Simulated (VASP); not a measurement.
Runs of VASP 6.6.1 on O. The structure is that of space group Fmmm (No. 69), or close to it. The cells are those of the table. 

| task | cell | k mesh | gap on the mesh (eV) | pressure (GPa) | largest force (eV/Å) |
| --- | --- | --- | --- | --- | --- |
| single point | a = 3.970, b = 3.666, c = 2.613 Å, angles 76.4, 63.8, 39.8°, 2 atoms | 12 × 12 × 12 | none | 16.9 | (c) |
| electric field gradients | a = 3.953, b = 3.657, c = 2.574 Å, angles 76.6, 64.1, 39.3°, 2 atoms | 12 × 12 × 12 | none | 18.2 | 5.74 |
| single point | a = 3.942, b = 3.651, c = 2.549 Å, angles 76.7, 64.3, 39.0°, 2 atoms | 12 × 12 × 12 | none | (a) | (b) |
| single point | a = 3.953, b = 3.657, c = 2.574 Å, angles 76.6, 64.1, 39.3°, 2 atoms | 12 × 12 × 12 | none | 18.2 | 5.74 |
| electric field gradients | a = 3.953, b = 3.657, c = 2.574 Å, angles 76.6, 64.1, 39.3°, 2 atoms | 6 × 6 × 6 | none | 18.0 | 5.74 |
| single point | a = 3.953, b = 3.657, c = 2.574 Å, angles 76.6, 64.1, 39.3°, 2 atoms | 9 × 9 × 9 | none | 18.2 | 5.76 |
| electric field gradients | a = 3.953, b = 3.657, c = 2.574 Å, angles 76.6, 64.1, 39.3°, 2 atoms | 4 × 4 × 4 | none | 19.5 | 5.75 |

Alike in all rows: level PBE; potentials or basis VASP PAW PBE potentials, release 64 (O); no spin polarisation; cutoff (eV) 520; smearing fermi-dirac 0.03 eV.

Fill in the values left out.

(a) 19.2; (b) 5.72; (c) 5.79.

Caveats: some runs use coarse meshes; the standard files for N, O and F lose accuracy on very short bonds; spin is off for a triplet molecule; forces of over 1 eV/Å act on the atoms, so gaps and moduli don't describe the material at rest.

A gap of «none» marks levels without a gap at the run's occupations.
